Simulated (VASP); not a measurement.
A run of VASP 6.6.1:

The input INCAR:

```
  ALGO = Normal
  DIPOL = 0.5 0.5 0.500
  EDIFF = 1E-6
  ENCUT = 400
  GGA = PE
  GGA_COMPAT = F
  IDIPOL = 3
  ISIF = 2
  ISMEAR = 0
  LASPH = T
  LCHARG = F
  LDIPOL = T
  LREAL = F
  LWAVE = F
  NBANDS = 94
  NELM = 120
  NELMDL = -8
  PREC = Accurate
  SIGMA = 0.05
```

Contents of KPOINTS:

```
k-points
0
Gamma
  7 6 1
```

File POSCAR:

```
SnS
1.0
    4.0222571035      0.0000000000      0.0000000000
    0.0000000000      4.4565668332      0.0000000000
    0.0000000000      0.0000000000     35.1125800487
Sn S
8 8
Direct
    0.7500000000      0.6305048277      0.2135986586
    0.2500000000      0.1305048277      0.2973696336
    0.7500000000      0.8694951723      0.3766092279
    0.2500000000      0.3694951723      0.4603802028
    0.7500000000      0.6305048277      0.5396197972
    0.2500000000      0.1305048277      0.6233907721
    0.7500000000      0.8694951723      0.7026303664
    0.2500000000      0.3694951723      0.7864013414
    0.2500000000      0.0226094812      0.2229300581
    0.7500000000      0.5226094812      0.2880382341
    0.2500000000      0.4773905188      0.3859406273
    0.7500000000      0.9773905188      0.4510488034
    0.2500000000      0.0226094812      0.5489511966
    0.7500000000      0.5226094812      0.6140593727
    0.2500000000      0.4773905188      0.7119617659
    0.7500000000      0.9773905188      0.7770699419
```

Potentials or basis: VASP PAW PBE potentials, release 64 (Sn_d, S).

Launch:

```sh
$ cat potpaw_PBE.64/Sn_d/POTCAR potpaw_PBE.64/S/POTCAR > POTCAR
$ mpirun -np 1 vasp_std > vasp.out
```

Hardware: 1 thread of Intel(R) Xeon(R) Platinum 8259CL CPU @ 2.50GHz (Skylake/Cascade Lake) (shared host).

Problem. How long does it take, and how much memory?

Solution. Run time: 26 min on 1 thread of Intel(R) Xeon(R) Platinum 8259CL CPU @ 2.50GHz (Skylake/Cascade Lake) (shared host), peak memory 0.75 GiB. Counts: scf iterations 28, k points 16.
